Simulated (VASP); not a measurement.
Runs of VASP 6.6.1 on Cd. The structure is that of space group P6/mmm (No. 191), or close to it. The cells are those of the table. 

| cell | gap on the mesh (eV) | pressure (GPa) |
| --- | --- | --- |
| a = 2.803, b = 2.803, c = 2.819 Å, angles 90.0, 90.0, 120.0°, 1 atom | none | 21.3 |
| a = 2.890, b = 2.890, c = 2.932 Å, angles 90.0, 90.0, 120.0°, 1 atom | none | (b) |
| a = 2.378, b = 2.378, c = 2.321 Å, angles 90.0, 90.0, 120.0°, 1 atom | none | 261.6 |
| a = 2.604, b = 2.604, c = 2.580 Å, angles 90.0, 90.0, 120.0°, 1 atom | none | (a) |
| a = 2.708, b = 2.708, c = 2.703 Å, angles 90.0, 90.0, 120.0°, 1 atom | none | 40.5 |

Alike in all rows: task single point; level PBE; potentials or basis VASP PAW PBE potentials, release 64 (Cd); no spin polarisation; k mesh 14 × 14 × 13; cutoff (eV) 520; smearing fermi-dirac 0.1 eV.

Estimate the missing entries.

(a) 75.8; (b) 10.4.

A k mesh can miss the band edges, and the runs leave out spin-orbit coupling on Cd.

A gap of «none» marks levels without a gap at the run's occupations.
